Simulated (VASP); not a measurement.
The system is SnSe.

```
Sn Se
1.0
     0.00000    2.71448    2.71448
     2.71448    0.00000    2.71448
     2.71448    2.71448    0.00000
Sn Se
1 1
Cartesian
  0.0000 0.0000 0.0000
  2.7145 2.7145 2.7145
```

* Program: VASP 6.6.1
* Task: relaxation of cell and atoms
* Functional: PBE
* Potentials or basis: VASP PAW PBE potentials, release 64 (Sn_d, Se)
* Cutoff: 600 eV
* k mesh: 8 × 8 × 8
* Occupations: fermi-dirac, width 0.02 eV
* Spin: no spin polarisation

At the start: pressure 32.6 GPa; volume 20.00 Å³/atom.

Question: How do energy, volume and symmetry change on relaxing?

Answer: Over 6 steps the energy falls by 592.9 meV/atom and the volume is 27.78 Å³/atom (+38.9 %); space group Fm-3m (No. 225, to 0.05 Å).

Step by step:
```csv
step,energy change (eV),largest force (eV/Å),pressure (GPa),volume (Å³)
1,0.0000,0.0000,32.64,40.00
2,-0.8712,0.0000,-6.42,68.54
3,-1.1857,0.0000,0.12,55.43
4,-1.1856,0.0000,-0.19,55.77
5,-1.1858,0.0000,0.06,55.53
6,-1.1858,0.0000,-0.02,55.57
```

Final structure:
```
CELL_PARAMETERS angstrom
0.00000 3.02877 3.02877
3.02877 0.00000 3.02877
3.02877 3.02877 0.00000
ATOMIC_POSITIONS crystal
Sn 0.00000 0.00000 0.00000
Se 0.50000 0.50000 0.50000
```

Caveat: the volume moved by over 15 % at a fixed basis, so the end points are rough.
